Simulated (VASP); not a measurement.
Input of a VASP 6.6.1 run:

Contents of INCAR:

```
SYSTEM = Mg8HO8
PREC     = Accurate       ! precision mode
ENCUT    = 520            ! plane-wave cutoff, eV
EDIFF    = 1E-6           ! SCF threshold, eV
ISMEAR   = 0              ! smearing method
SIGMA    = 0.02           ! smearing width, eV
LREAL    = Auto         
LASPH    = .True.         ! aspherical terms in the spheres
NELM     = 100            ! most SCF steps
ALGO     = Normal         ! electronic algorithm
ISIF     = 2              ! what is computed and relaxed
LWAVE    = .False.        ! write WAVECAR
LCHARG   = .True.         ! write CHGCAR
GGA      = PE             ! functional
LELF     = .True.         ! ELF
LVHAR    = .True.       
NELECT   = 64.0         
NBANDS   = 46             ! bands
```

Contents of KPOINTS:

```
Automatic mesh
0
Gamma
  2 2 2
  0 0 0
```

POSCAR

```
Mg8HO8
1.0
    0.0000000000      4.1948000000      4.1948000000
    4.1948000000      0.0000000000      4.1948000000
    4.1948000000      4.1948000000      0.0000000000
Mg O H
8 8 1
Direct
    0.0048526747     -0.0053795175     -0.0056813197
    0.0003201583      0.0028923906      0.4898362258
    0.0004335129      0.4900847478      0.0025632926
    0.0006642748      0.4926505435      0.4924905836
    0.4935600029      0.0003565128      0.0001908315
    0.4863579908      0.0260797893      0.4643326261
    0.4861246067      0.4645502765      0.0260607180
    0.5012458282      0.4978044245      0.4975812911
    0.2386458234      0.2462042290      0.2461610804
    0.2513762277      0.2480647468      0.7426842758
    0.2512660914      0.7428840469      0.2479686755
    0.2689336798      0.7463395156      0.7462939830
    0.7480200486      0.2462206780      0.2458249499
    0.7497904548      0.2439475064      0.7493389435
    0.7498445695      0.7495422905      0.2436130447
    0.7543657624      0.7460642939      0.7455653428
    0.5820985506      0.7530661772      0.7529615238
```

Potentials or basis: VASP PAW PBE potentials, release 64 (Mg, O, H).

Command:

```sh
$ cat potpaw_PBE.64/Mg/POTCAR potpaw_PBE.64/O/POTCAR potpaw_PBE.64/H/POTCAR > POTCAR
$ mpirun -np 1 vasp_std > vasp.out
```

(1) Estimate the largest force.

Results:

(1) 0.135 eV/Å.

Caveat: the k points lie up to 0.65 Å⁻¹ apart; the cell carries a net charge on a neutralising background, which shifts energy and pressure.
